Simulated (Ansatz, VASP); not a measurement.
One calculation of Au, two programs

POSCAR

```
Au
1.0
   -1.6234376908      1.6234376908      1.6234376908
    1.6234376908     -1.6234376908      1.6234376908
    1.6234376908      1.6234376908     -1.6234376908
Au
1
Direct
    0.0000000000      0.0000000000      0.0000000000
```

The input INCAR.step1:

```
ALGO = Normal
EDIFF = 1E-5
ENCUT = 520
GGA = PE
ISIF = 2
ISMEAR = -1
LASPH = T
LCHARG = F
LREAL = F
LWAVE = T
NBANDS = 12
NELM = 100
PREC = Accurate
SIGMA = 0.05
```

File INCAR.step2:

```
ALGO = Normal
EDIFF = 1E-7
ENCUT = 520
GGA = PE
HFSCREEN = 0.2079
ISIF = 2
ISMEAR = -1
ISTART = 1
LASPH = T
LCHARG = F
LHFCALC = T
LREAL = F
LWAVE = F
NBANDS = 12
NELM = 100
PREC = Accurate
PRECFOCK = Normal
SIGMA = 0.05
```

KPOINTS

```
k-points
0
Gamma
  6 6 6
```

The input input:

```
crystal:
  lattice:
    - [-1.6234376908, 1.6234376908, 1.6234376908]
    - [1.6234376908, -1.6234376908, 1.6234376908]
    - [1.6234376908, 1.6234376908, -1.6234376908]
  atoms:
    - { symbol: Au, position: [0.0, 0.0, 0.0] }
hamiltonian:
  xc: hse06
  pseudopotentials: { kind: paw }
kpoints:
  mp_grid: { grid: [6, 6, 6] }
scf:
  occupations: { method: fermi_dirac, width: 0.05 }
output:
  forces: true
  stress: true
  eigenvalues: true
```

Alike in both runs: task single point; functional HSE06; k mesh 6 × 6 × 6; occupations fermi-dirac, width 0.05 eV; no spin polarisation.

|  | VASP | Ansatz |
| --- | --- | --- |
| version | VASP 6.6.1 | Ansatz 0.2.0 |
| potentials or method | VASP PAW PBE potentials, release 64 (Au) | Ansatz PAW |
| plane-wave cutoff (eV) | 520 | 420 |
| valence electrons in the cell | 11 | 19 |

```tsv
	VASP	Ansatz	Ansatz less VASP
gap on the k mesh at the Fermi level (eV)	none	none	-
pressure (GPa)	5.0	4.9	-0.09
```

A gap of «none» marks a metal or a gap that the smearing closes. VASP's potentials hold 11 valence electrons a cell and Ansatz's 19, so a difference there can come from the potentials and not from the codes.

The k mesh is coarse, so the values compare programs but aren't converged. Neither program's run includes spin-orbit coupling.
